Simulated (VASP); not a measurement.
Write the native input for VASP 6.6.1 that does the following.

- Task: single point
- Functional: PBE
- Potentials or basis: VASP PAW PBE potentials, release 64 (Zr_sv, Nb_sv, N)
- Cutoff: 520 eV
- k mesh: 4 × 3 × 2
- Occupations: gaussian, width 0.15 eV
- Spin: no spin polarisation
- Dipole correction: no
- Further INCAR settings: ALGO = Normal; EDIFF = 1e-07; NBANDS = 38

The structure of ZrNb2N4 lies in POSCAR:

```
ZrNb2N4
1.0
    3.1428829656      0.0990247323      0.0662758403
   -0.1645503368      5.2503945935      0.0298788887
   -0.0581713339     -1.7240683996      5.2123779146
Zr Nb N
1 2 4
Direct
    0.5000000000      0.0000000000      0.5000000000
    0.0000000000      0.0000000000      0.0000000000
    0.5000000000      0.5000000000      0.0000000000
    0.4999622426      0.7710909094      0.7818339589
    0.0001007568      0.2532204852      0.7560571177
    0.9998992432      0.7467795148      0.2439428823
    0.5000377574      0.2289090906      0.2181660411
```

These files were run (other wordings do the same):

INCAR

```
SYSTEM = ZrNb2N4
PREC     = Accurate       ! precision mode
ENCUT    = 520            ! plane-wave cutoff, eV
EDIFF    = 1E-7           ! SCF threshold, eV
ISMEAR   = 0              ! smearing method
SIGMA    = 0.15           ! smearing width, eV
LREAL    = .FALSE.        ! projectors in reciprocal space
LASPH    = .TRUE.         ! aspherical terms in the spheres
NELM     = 60             ! most SCF steps
ALGO     = Normal         ! electronic algorithm
ISIF     = 2              ! what is computed and relaxed
LWAVE    = .FALSE.        ! write WAVECAR
LCHARG   = .TRUE.         ! write CHGCAR
GGA      = PE             ! functional
LELF     = .TRUE.         ! ELF
LVHAR    = .TRUE.       
NBANDS   = 38             ! bands
```

KPOINTS

```
Automatic mesh
0
G
  4 3 2
  0 0 0
```

Potentials or basis: VASP PAW PBE potentials, release 64 (Zr_sv, Nb_sv, N).

The run is started by

```bash
$ cat potpaw_PBE.64/Zr_sv/POTCAR potpaw_PBE.64/Nb_sv/POTCAR potpaw_PBE.64/N/POTCAR > POTCAR
$ mpirun -np 1 vasp_std > vasp.out
```

Results of the run:

```
Pressure               : 0.0 GPa
Largest force          : 0.038 eV/Å
Band gap on the k mesh : zero (band 29 reaches 10.30 eV, above the bottom of band 30 at 8.62 eV)
```

Caveat: the k points lie up to 0.60 Å⁻¹ apart.

It took 40 s on 1 thread of Intel(R) Xeon(R) Platinum 8488C (Sapphire Rapids), on a shared host, peak memory 0.2 GiB.
